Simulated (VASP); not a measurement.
Nb: single point with r2SCAN

Nb:

```
Nb
1.0
    -1.65148    1.65148    1.65148
     1.65148   -1.65148    1.65148
     1.65148    1.65148   -1.65148
Nb
1
Direct
  0.00000 0.00000 0.00000
```

| Property | Result |
| --- | --- |
| Program | VASP 6.6.1 |
| Task | single point |
| Functional | r2SCAN |
| Potentials or basis | VASP PAW PBE potentials, release 64 (Nb_sv) |
| Cutoff | 520 eV |
| k mesh | 18 × 18 × 18 |
| Occupations | gaussian, width 0.05 eV |
| Spin | no spin polarisation |
| Dipole correction | no |
| Further INCAR settings | ALGO = Normal; EDIFF = 1e-07; NBANDS = 12 |

```yaml
Pressure: 0.0 GPa
Band_gap_on_the_k_mesh: zero (an odd number of electrons rules out a gap without spin polarisation)
```

Levels at points of the mesh, in eV from the Fermi level:
```
           k point  band 4  band 5  band 6  band 7  band 8  band 9
(0.00, 0.00, 0.00)  -30.67   -6.26    0.47    0.47    0.47    3.60
(0.50, 0.00, 0.00)  -30.68   -3.87   -1.68    2.28    3.61    4.34
(0.50, 0.50, 0.50)  -31.65   -3.86   -3.86    5.89    5.89    5.89
```

Run time: 3.1 min on 1 thread of Intel Xeon 8259CL (shared host), peak memory 0.17 GiB.

Caveat: the PAW data sets were made with another functional, which shifts forces and pressure a little.
